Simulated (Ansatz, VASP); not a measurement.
# Two plane-wave programs on Os

```
Os
1.0
     4.26558    0.00000    0.00000
    -2.13279    3.69410    0.00000
     0.00000    0.00000    2.67932
Os
3
Direct
  0.00000 0.00000 0.00000
  0.33333 0.66667 0.50000
  0.66667 0.33333 0.50000
```

Alike in both runs: functional LDA; k mesh 9 × 9 × 12; occupations fermi-dirac, width 0.1 eV; no spin polarisation.

Ansatz relaxed the structure, and its values are those at the end. VASP's run is a single point on that final structure, the one shown.

```csv
,VASP,Ansatz
version,VASP 6.6.1,Ansatz 0.2.0
potentials or method,"VASP PAW LDA potentials, release 64 (Os), cutoff 520 eV","plane waves (420 eV) with PAW, scalar-relativistic"
valence electrons in the cell,24,48
```

|  | VASP | Ansatz | Ansatz less VASP |
| --- | --- | --- | --- |
| pressure (GPa) | 0.7 | 0.0 | -0.72 |

Ansatz warns that its potentials were made for another functional, while VASP's fit it. LDA's correlation is that of Perdew and Zunger in VASP and of Perdew and Wang (1992) in Ansatz. VASP's potentials hold 24 valence electrons a cell and Ansatz's 48, so a difference there can come from the potentials and not from the codes.

Spin-orbit coupling is off throughout.
